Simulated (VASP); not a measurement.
# In in VASP: settings compared

Aim: see how the results for In move with the level of theory and the settings. Levels: PBE, r2SCAN. Tasks: single point.

Program: VASP 6.6.1. These are calculated values, not measurements. Logs are shortened: lines on timing, memory, paths and dates and some standing lists are left out, and cuts for length are marked.

**1. The cell of the first run**

Symmetry: P6_3/mmc, No. 194, hexagonal system. The conventional cell has a = 3.160 Å, b = 3.160 Å, c = 5.219 Å, α = 90.00°, β = 90.00°, γ = 120.00°. In (site symmetry -6m2) has 12 In at 3.16 to 3.18 Å within 4.2 Å.

This isn't the form of In at room conditions, which is tetragonal.

**2. Single point, PBE**

File INCAR:

```
ALGO = Normal
EDIFF = 1E-6
ENCUT = 500
GGA = PE
GGA_COMPAT = False
ISIF = 2
ISMEAR = 0
LASPH = True
LCHARG = False
LREAL = False
LWAVE = False
NBANDS = 20
NELM = 120
PREC = Accurate
SIGMA = 0.05
```

File KPOINTS:

```
k-points
0
Gamma
  12 12 6
```

File POSCAR:

```
In
1.0
    3.1595987896      0.0000000000      0.0000000000
   -1.5797993948      2.7362928176      0.0000000000
    0.0000000000      0.0000000000      5.2186361022
In
2
Direct
    0.3333333300      0.6666666700      0.2500000000
    0.6666666700      0.3333333300      0.7500000000
```

Potentials or basis: VASP PAW PBE potentials, release 64 (In_d).

On the command line:

```
$ cat potpaw_PBE.64/In_d/POTCAR > POTCAR
$ mpirun -np 1 vasp_std > vasp.out
```

OUTCAR:

```text
EDIFF = 1E-6
   ENCUT = 500
   GGA = PE
   ISIF = 2
   ISMEAR = 0
   LASPH = True
   LREAL = False
   NELM = 120
   PREC = Accurate

 ion  position               nearest neighbor table
   1  0.333  0.667  0.250-   2 3.18   2 3.18   2 3.18   2 3.18   2 3.18   2 3.18
   2  0.667  0.333  0.750-   1 3.18   1 3.18   1 3.18   1 3.18   1 3.18   1 3.18

  LATTYP: Found a hexagonal cell.
 ALAT       =     3.1595987896
 C/A-ratio  =     1.6516768266

  Lattice vectors:

 A1 = (   3.1595987896,   0.0000000000,   0.0000000000)
 A2 = (  -1.5797993948,   2.7362928176,   0.0000000000)
 A3 = (   0.0000000000,   0.0000000000,   5.2186361022)

Analysis of symmetry for initial positions (statically):
=====================================================================
 Subroutine PRICEL returns:
 Original cell was already a primitive cell.

 Routine SETGRP: Setting up the symmetry group for a
 hexagonal supercell.

 Subroutine GETGRP returns: Found 24 space group operations
 (whereof 12 operations were pure point group operations)
 out of a pool of 24 trial point group operations.

The static configuration has the point symmetry D_3d.
 The point group associated with its full space group is D_6h.

Analysis of symmetry for dynamics (positions and initial velocities):
=====================================================================
 Subroutine PRICEL returns:
 Original cell was already a primitive cell.

 Routine SETGRP: Setting up the symmetry group for a
 hexagonal supercell.

 Subroutine GETGRP returns: Found 24 space group operations
 (whereof 12 operations were pure point group operations)
 out of a pool of 24 trial point group operations.

The dynamic configuration has the point symmetry D_3d.
 The point group associated with its full space group is D_6h.

 Subroutine INISYM returns: Found 24 space group operations
 (whereof 12 operations are pure point group operations),
 and found     1 'primitive' translations

----------------------------------------------------------------------------------------

                                     Primitive cell

  volume of cell :      45.1182

  direct lattice vectors                    reciprocal lattice vectors
     3.159598790  0.000000000  0.000000000     0.316495880  0.182728982  0.000000000
    -1.579799395  2.736292818  0.000000000     0.000000000  0.365457963  0.000000000
     0.000000000  0.000000000  5.218636102     0.000000000  0.000000000  0.191620949

  length of vectors
     3.159598790  3.159598790  5.218636102     0.365457963  0.365457963  0.191620949

  position of ions in fractional coordinates (direct lattice)
     0.333333330  0.666666670  0.250000000
     0.666666670  0.333333330  0.750000000

  ion indices of the primitive-cell ions
   primitive index   ion index
                 1           1
                 2           2

----------------------------------------------------------------------------------------

 KPOINTS: k-points

Automatic generation of k-mesh.
 Grid dimensions read from file:
 generate k-points for:   12   12    6

 Generating k-lattice:

  Cartesian coordinates                     Fractional coordinates (reciprocal lattice)
     0.026374657  0.015227415  0.000000000     0.083333333  0.000000000  0.000000000
     0.000000000  0.030454830  0.000000000     0.000000000  0.083333333  0.000000000
     0.000000000  0.000000000  0.031936825     0.000000000  0.000000000  0.166666667

  Length of vectors
     0.030454830  0.030454830  0.031936825

  Shift w.r.t. Gamma in fractional coordinates (k-lattice)
     0.000000000  0.000000000  0.000000000

 Subroutine IBZKPT returns following result:
 ===========================================

 Found     76 irreducible k-points:

 Following reciprocal coordinates:
            Coordinates               Weight
  0.000000  0.000000  0.000000      1.000000
  0.083333  0.000000  0.000000      6.000000
  0.166667  0.000000  0.000000      6.000000
  0.250000  0.000000  0.000000      6.000000
  0.333333  0.000000  0.000000      6.000000
  0.416667  0.000000  0.000000      6.000000
[... 16 lines left out ...]
  0.250000  0.000000  0.166667     12.000000
  0.333333  0.000000  0.166667     12.000000
 [... further k-points ...]
   k-points           NKPTS =     76   k-points in BZ     NKDIM =     76   number of bands    NBANDS=     20
   number of dos      NEDOS =    301   number of ions     NIONS =      2
   total plane-waves  NPLWV =  23040
   dimension x,y,z NGX =    24 NGY =   24 NGZ =   40
   dimension x,y,z NGXF=    48 NGYF=   48 NGZF=   80
   ions per type =               2
   NGX,Y,Z   is equivalent  to a cutoff of  12.63, 12.63, 12.74 a.u.
   NGXF,Y,Z  is equivalent  to a cutoff of  25.26, 25.26, 25.48 a.u.
 SYSTEM =  unknown system
   PREC   = accura    normal or accurate (medium, high low for compatibility)
   ISTART =      0    job   : 0-new  1-cont  2-samecut
   ICHARG =      2    charge: 1-file 2-atom 10-const
   ISPIN  =      1    spin polarized calculation?
   LNONCOLLINEAR =      F non collinear calculations
   LSORBIT =      F    spin-orbit coupling
   LASPH  =      T    aspherical Exc in radial PAW
   ENCUT  =  500.0 eV  36.75 Ry    6.06 a.u.   5.76  5.76  9.51*2*pi/ulx,y,z
   NELM   =    120;   NELMIN=  2; NELMDL= -5     # of ELM steps
   EDIFF  = 0.1E-05   stopping-criterion for ELM
   LREAL  =      F    real-space projection
   EDIFFG = 0.1E-04   stopping-criterion for IOM
   NSW    =      0    number of steps for IOM
   IBRION =     -1    ionic relax: 0-MD 1-quasi-New 2-CG
   NFREE  =      0    steps in history (QN), initial steepest desc. (CG)
   ISIF   =      2    stress and relaxation
   ISYM   =      2    0-nonsym 1-usesym 2-fastsym
   POTIM  = 0.5000    time-step for ionic-motion
   TEBEG  =    0.0;   TEEND  =   0.0 temperature during run
   PSTRESS=    0.0 pullay stress
   NELECT =      26.0000    total number of electrons
   NUPDOWN=      -1.0000    fix difference up-down
   EMIN   =  10.00;   EMAX   =-10.00  energy-range for DOS
   EFERMI =   0.00;   METHOD = LEGACY
   ISMEAR =     0;   SIGMA  =   0.05  broadening in eV -4-tet -1-fermi 0-gaus
   EFERMI_NEDOS =   21; number of points for ismear=-14 and -15
   IALGO  =     38    algorithm
   IMIX   =      4    mixing-type and parameters
     AMIX     =   0.40;   BMIX     =  1.00
     AMIX_MAG =   1.60;   BMIX_MAG =  1.00
  volume/ion in A,a.u.               =      22.56       152.24
  Fermi-wavevector in a.u.,A,eV,Ry     =   1.362329  2.574429 25.251613  1.855941
  Thomas-Fermi vector in A             =   2.488828
   LORBIT       =      0    0 simple, 1 ext, 2 COOP (PROOUT), +10 PAW based schemes
   GGA     = PE    functional components
   LHFCALC =     F    Hartree Fock is set to
   AEXX    =    0.0000 exact exchange contribution
   IVDW    =     0    specifies the selected vdW correction
   LEPSILON=     F    determine dielectric tensor
   LRPA    =     F    only Hartree local field effects (RPA)
 non-spin polarized calculation
 Gauss-broadening in eV      SIGMA  =   0.05
  energy-cutoff  :      500.00
  volume of cell :       45.12
 maximum number of plane-waves:      1172
 NGX is ok and might be reduce to    24
   NGX = 11   NGY = 11   NGZ = 19

 number of electron      25.9999994 magnetization

 Free energy of the ion-electron system (eV)
  ---------------------------------------------------
  ext. energy  EPLUGINS =         0.00000000
  ---------------------------------------------------
  free energy    TOTEN  =        -4.79773895 eV

  energy without entropy =       -4.79593468  energy(sigma->0) =       -4.79683682

 E-fermi :   9.3008     XC(G=0): -10.9786

 val. band max:        9.3000406196   @ k =   0.4167   0.0000   0.0000
 cond. band min:       9.3137586332   @ k =   0.4167   0.1667   0.1667
 fundamental gap:      0.0137180136
 Fermi energy:         9.3008380060

 k-point     1 :       0.0000    0.0000    0.0000
  band No.  band energies     occupation
      1      -5.6359      2.00000
      2      -5.5090      2.00000
      3      -5.4595      2.00000
      4      -5.4595      2.00000
      5      -5.4158      2.00000
      6      -5.4158      2.00000
[... 12 lines left out ...]
     19      20.9473      0.00000
     20      21.5950      0.00000

 k-point     2 :       0.0833    0.0000    0.0000
  band No.  band energies     occupation
      1      -5.6192      2.00000
      2      -5.5166      2.00000
      3      -5.4435      2.00000
      4      -5.4301      2.00000
      5      -5.4160      2.00000
      6      -5.3881      2.00000
[... 12 lines left out ...]
     19      21.8728      0.00000
     20      22.1226      0.00000

 k-point     3 :       0.1667    0.0000    0.0000
  band No.  band energies     occupation
      1      -5.6207      2.00000
      2      -5.5028      2.00000
      3      -5.4420      2.00000
      4      -5.3825      2.00000
      5      -5.3654      2.00000
      6      -5.3563      2.00000
[... 12 lines left out ...]
     19      21.7231      0.00000
     20      21.8192      0.00000

 k-point     4 :       0.2500    0.0000    0.0000
  band No.  band energies     occupation
      1      -5.6771      2.00000
      2      -5.4944      2.00000
      3      -5.4641      2.00000
      4      -5.4116      2.00000
      5      -5.3955      2.00000
      6      -5.2672      2.00000
[... 12 lines left out ...]
     19      20.6577      0.00000
     20      21.5116      0.00000

 k-point     5 :       0.3333    0.0000    0.0000
  band No.  band energies     occupation
      1      -5.7404      2.00000
      2      -5.5536      2.00000
      3      -5.5314      2.00000
      4      -5.4319      2.00000
      5      -5.3422      2.00000
      6      -5.2654      2.00000
[... 12 lines left out ...]
     19      19.6894      0.00000
     20      20.7357      0.00000
[... 353 lines left out ...]
      6      -5.3995      2.00000
[... 12 lines left out ...]
     19      21.3545      0.00000
     20      21.7368      0.00000

 k-point    22 :       0.1667    0.0000    0.1667
  band No.  band energies     occupation
      1      -5.6132      2.00000
      2      -5.4994      2.00000
      3      -5.4697      2.00000
      4      -5.4211      2.00000
      5      -5.3895      2.00000
      6      -5.3233      2.00000
[... 12 lines left out ...]
     19      20.8359      0.00000
     20      21.5204      0.00000

 k-point    23 :       0.2500    0.0000    0.1667
  band No.  band energies     occupation
      1      -5.6671      2.00000
      2      -5.5148      2.00000
      3      -5.4976      2.00000
      4      -5.3837      2.00000
      5      -5.3831      2.00000
      6      -5.2825      2.00000
[... 12 lines left out ...]
     19      19.8084      0.00000
     20      20.9601      0.00000

 k-point    24 :       0.3333    0.0000    0.1667
  band No.  band energies     occupation
      1      -5.7269      2.00000
      2      -5.5868      2.00000
      3      -5.5341      2.00000
      4      -5.4089      2.00000
      5      -5.3520      2.00000
      6      -5.2821      2.00000
[... 12 lines left out ...]
     19      18.9198      0.00000
     20      20.2756      0.00000

 [... further k-points ...]
[... 5 lines left out ...]
  --------------------------------------------------------------------------------------
  -------------------------------------------------------------------------------------
  Total        3.4239629      3.4239629      3.2679072      0.0000000     -0.0000000      0.0000000
  in kB      121.5872709    121.5872709    116.0456271      0.0000000     -0.0000000      0.0000000
  external PRESSURE =     119.7400563 kB  Pullay stress =       0.0000000 kB

 VOLUME and BASIS-vectors are now :
 -----------------------------------------------------------------------------
  energy-cutoff  :      500.00
  volume of cell :       45.12
      direct lattice vectors                 reciprocal lattice vectors
     3.159598790  0.000000000  0.000000000     0.316495880  0.182728982  0.000000000
    -1.579799395  2.736292818  0.000000000     0.000000000  0.365457963  0.000000000
     0.000000000  0.000000000  5.218636102     0.000000000  0.000000000  0.191620949

 POSITION                                       TOTAL-FORCE (eV/Angst)
 -----------------------------------------------------------------------------------
     -0.00000      1.82420      1.30466        -0.000000     -0.000000      0.000000
      1.57980      0.91210      3.91398         0.000000      0.000000      0.000000
 -----------------------------------------------------------------------------------
    total drift:                               -0.000002      0.000001      0.000000

  FREE ENERGIE OF THE ION-ELECTRON SYSTEM (eV)
  ---------------------------------------------------
  free  energy   TOTEN  =        -4.7977389506 eV

  energy  without entropy=       -4.7959346829  energy(sigma->0) =       -4.79683682
```

Run time: 56 s. Hardware: 1 thread of Intel Xeon 8259CL, shared host; peak memory 0.19 GiB.

Results:

- Free energy: -4.7977 eV
- Pressure: 12.0 GPa
- Band gap on the k mesh: zero (bands 13 and 14 overlap by 7.14 eV)

Levels at points of the mesh, in eV from the Fermi level:
| k point | band 10 | band 11 | band 12 | band 13 | band 14 | band 15 | band 16 | band 17 |
| --- | --- | --- | --- | --- | --- | --- | --- | --- |
| (0.00, 0.00, 0.00) | -14.34 | -10.61 | -4.48 | -4.08 | 9.64 | 9.64 | 11.33 | 11.61 |
| (0.50, 0.00, 0.00) | -14.27 | -5.09 | -4.65 | 0.42 | 0.72 | 0.89 | 3.13 | 4.52 |
| (0.00, 0.00, 0.50) | -14.44 | -9.05 | -9.05 | 3.38 | 3.38 | 10.80 | 10.80 | 10.80 |
| (0.50, 0.00, 0.50) | -14.29 | -3.69 | -3.69 | -2.98 | -2.98 | 6.31 | 6.31 | 6.98 |

Caveat: the cell stands under pressure; spin-orbit coupling is left out, which moves the levels of the heavy elements.

**3. Single point, PBE**

This run uses another cell than the first one, of 26.54 Å³/atom.

File INCAR:

```
SYSTEM = In
PREC = Accurate ; ENCUT = 500
EDIFF = 1E-6 ; ISMEAR = 0
SIGMA = 0.05 ; LREAL = .FALSE.
LASPH = .TRUE. ; NELM = 120
ALGO = Normal ; ISIF = 2
LWAVE = .FALSE. ; LCHARG = .FALSE.
GGA = PE ; NBANDS = 20
GGA_COMPAT = .FALSE.
```

File KPOINTS:

```
Automatic mesh
0
G
  12 12 6
  0 0 0
```

File POSCAR:

```
In
1.0
    3.3354847820      0.0000000000      0.0000000000
   -1.6677423910      2.8886145552      0.0000000000
    0.0000000000      0.0000000000      5.5091429200
In
2
Direct
    0.3333333300      0.6666666700      0.2500000000
    0.6753213380      0.3506426660      0.7500000000
```

Potentials or basis: VASP PAW PBE potentials, release 64 (In_d).

On the command line:

```
$ cat potpaw_PBE.64/In_d/POTCAR > POTCAR
$ mpirun -np 1 vasp_std > vasp.out
```

Run time: 2.2 min. Hardware: 1 thread of Intel Xeon 8259CL, shared host; peak memory 0.26 GiB.

Results (log left out):

| Quantity | Value |
| --- | --- |
| Free energy | -5.0974 eV |
| Pressure | 1.5 GPa |
| Largest force | 0.005 eV/Å |
| Band gap on the k mesh | zero (bands 13 and 14 overlap by 6.17 eV) |

Forces on the atoms (eV/Å):
```
In   0.000  0.005  0.000
In   0.000 -0.005  0.000
```

Stress tensor (GPa, compression positive):
```
1.80 0.00 0.00
0.00 1.51 0.00
0.00 0.00 1.12
```

Levels at points of the mesh, in eV from the Fermi level:
| k point | band 9 | band 10 | band 11 | band 12 | band 13 | band 14 | band 15 | band 16 | band 17 | band 18 |
| --- | --- | --- | --- | --- | --- | --- | --- | --- | --- | --- |
| (0.00, 0.00, 0.00) | -14.33 | -14.31 | -9.44 | -4.43 | -3.34 | 8.33 | 8.47 | 10.09 | 10.30 | 10.31 |
| (0.50, 0.00, 0.00) | -14.30 | -14.27 | -4.78 | -4.11 | 0.12 | 0.35 | 0.97 | 2.86 | 4.12 | 7.51 |
| (0.00, 0.50, 0.00) | -14.29 | -14.27 | -4.84 | -4.04 | 0.10 | 0.35 | 0.83 | 3.04 | 4.11 | 7.54 |
| (0.00, 0.00, 0.50) | -14.38 | -14.38 | -8.09 | -8.09 | 2.92 | 2.92 | 9.39 | 9.39 | 9.40 | 9.40 |
| (0.50, 0.00, 0.50) | -14.28 | -14.28 | -3.52 | -3.52 | -2.63 | -2.63 | 5.62 | 5.62 | 6.09 | 6.09 |
| (0.00, 0.50, 0.50) | -14.28 | -14.28 | -3.58 | -3.58 | -2.57 | -2.57 | 5.62 | 5.62 | 6.11 | 6.11 |

Caveat: spin-orbit coupling is left out, which moves the levels of the heavy elements.

(Part 1 of 2 ends here.)

The gap in the log of VASP goes by the Fermi energy; the results here count the filled bands.